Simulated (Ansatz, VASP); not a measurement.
## Al3Cu2 in VASP and in Ansatz

File INCAR:

```
SYSTEM = Al3Cu2
ALGO = Normal ; EDIFF = 1E-7
ENCUT = 520 ; GGA = PS
ISIF = 2 ; ISMEAR = 0
LASPH = .True. ; LCHARG = .False.
LREAL = .False. ; LWAVE = .False.
NBANDS = 24 ; NELM = 60
PREC = Accurate ; SIGMA = 0.05
```

The input KPOINTS:

```
k-points
0
Gamma
  9 9 8
  0 0 0
```

File POSCAR:

```
Al3Cu2
1.0
    4.0919516368      0.0000000000      0.0000000000
   -2.0459758184      3.5437340685      0.0000000000
    0.0000000000      0.0000000000      4.9927787000
Al Cu
3 2
Direct
    0.0000000000      0.0000000000      0.0000000000
    0.3333333300      0.6666666700      0.3499253500
    0.6666666700      0.3333333300      0.6500746500
    0.3333333300      0.6666666700      0.8395121300
    0.6666666700      0.3333333300      0.1604878700
```

Input for Ansatz:

```yaml
crystal:
  lattice:
    - [4.0919516368, 0.0, 0.0]
    - [-2.0459758184, 3.5437340685, 0.0]
    - [0.0, 0.0, 4.9927787]
  atoms:
    - { symbol: Al, position: [0.0, 0.0, 0.0] }
    - { symbol: Al, position: [0.33333333, 0.66666667, 0.34992535] }
    - { symbol: Al, position: [0.66666667, 0.33333333, 0.65007465] }
    - { symbol: Cu, position: [0.33333333, 0.66666667, 0.83951213] }
    - { symbol: Cu, position: [0.66666667, 0.33333333, 0.16048787] }
basis:
  ecutwfc: 500
  fft_grid_basis: typed
kpoints:
  mp_grid: { grid: [9, 9, 8] }
hamiltonian:
  xc: pbesol
  pseudopotentials: { kind: paw }
scf:
  occupations: { method: gaussian, width: 0.05 }
output:
  forces: true
  stress: true
  eigenvalues: true
  bader: true
  write_density: true
  volumetric_format: npy
  elf: true
```

Alike in both runs: task single point; functional PBEsol; k mesh 9 × 9 × 8; occupations gaussian, width 0.05 eV; no spin polarisation.

|  | VASP | Ansatz |
| --- | --- | --- |
| version | VASP 6.6.1 | Ansatz 0.2.0 |
| potentials or method | VASP PAW PBE potentials, release 64 (Al, Cu), cutoff 520 eV | scalar-relativistic, plane waves, PAW |
| valence electrons in the cell | 31 | 47 |

|  | VASP | Ansatz | Ansatz less VASP |
| --- | --- | --- | --- |
| gap on the k mesh at the Fermi level (eV) | none | none | - |
| pressure (GPa) | 0.4 | 0.1 | -0.30 |
| rms of the force components (eV/Å) | 0.019 | 0.019 | -0.0002 |

VASP's potentials were made for PBE, not for PBEsol. Atom by atom the forces differ by 0.001 eV/Å (rms over components). A gap of «none» marks a metal or a gap that the smearing closes. VASP's potentials hold 31 valence electrons a cell and Ansatz's 47, so a difference there can come from the potentials and not from the codes.
